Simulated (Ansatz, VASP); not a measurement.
# One calculation of ZrO5, two programs

Contents of INCAR:

```
PREC     = Accurate       # precision mode
ENCUT    = 520            # plane-wave cutoff, eV
EDIFF    = 1E-6           # SCF threshold, eV
ISMEAR   = 0              # smearing method
SIGMA    = 0.1            # smearing width, eV
LREAL    = F              # projectors in reciprocal space
LASPH    = T              # aspherical terms in the spheres
NELM     = 60             # most SCF steps
ALGO     = Normal         # electronic algorithm
ISIF     = 2              # what is computed and relaxed
LWAVE    = F              # write WAVECAR
LCHARG   = F              # write CHGCAR
GGA      = PE             # functional
NBANDS   = 30             # bands
```

The input KPOINTS:

```
Automatic mesh
0
Gamma
  6 6 6
```

Contents of POSCAR:

```
ZrO5
1.0
    0.0000000000      3.0775313300      3.0775313300
    3.0775313300      0.0000000000      3.0775313300
    3.0775313300      3.0775313300      0.0000000000
Zr O
1 5
Direct
    0.0000000000      0.0000000000      0.0000000000
    0.2500000000      0.2500000000      0.2500000000
    0.1283094900      0.6238968400      0.6238968400
    0.6238968400      0.6238968400      0.6238968400
    0.6238968400      0.6238968400      0.1283094900
    0.6238968400      0.1283094900      0.6238968400
```

Input for Ansatz:

```yaml
crystal:
  lattice:
    - [0.0, 3.07753133, 3.07753133]
    - [3.07753133, 0.0, 3.07753133]
    - [3.07753133, 3.07753133, 0.0]
  atoms:
    - { symbol: Zr, position: [0.0, 0.0, 0.0] }
    - { symbol: O, position: [0.25, 0.25, 0.25] }
    - { symbol: O, position: [0.12830949, 0.62389684, 0.62389684] }
    - { symbol: O, position: [0.62389684, 0.62389684, 0.62389684] }
    - { symbol: O, position: [0.62389684, 0.62389684, 0.12830949] }
    - { symbol: O, position: [0.62389684, 0.12830949, 0.62389684] }
basis:
  ecutwfc: 420
kpoints:
  mp_grid: { grid: [6, 6, 6] }
hamiltonian:
  xc: pbe
scf:
  occupations: { method: gaussian, width: 0.1 }
  lower_state_search: "off"
output:
  forces: true
  stress: true
  eigenvalues: true
```

Change from the starting cell: species swapped into the DyCu5 type (F-43m, No. 216).

Alike in both runs: task single point; functional PBE; k mesh 6 × 6 × 6; occupations gaussian, width 0.1 eV; no spin polarisation.

```csv
,VASP,Ansatz
version,VASP 6.6.1,Ansatz 0.2.0
potentials or method,"VASP PAW PBE potentials, release 64 (Zr_sv, O), cutoff 520 eV","scalar-relativistic, plane waves, PAW"
valence electrons in the cell,42,42
```

Ansatz gave:

| Quantity | Value |
| --- | --- |
| gap on the k mesh at the Fermi level (eV) | none |
| pressure (GPa) | -16.9 |
| rms of the force components (eV/Å) | 0.225 |

**Question.** What did VASP give for the same quantities?

**Answer.** gap on the k mesh at the Fermi level (eV): none; pressure (GPa): -17.1; rms of the force components (eV/Å): 0.223.

Atom by atom the forces differ by 0.002 eV/Å (rms over components). A gap of «none» marks a metal or a gap that the smearing closes. The functional is the same, so the differences come from potentials, cutoffs and numerics.
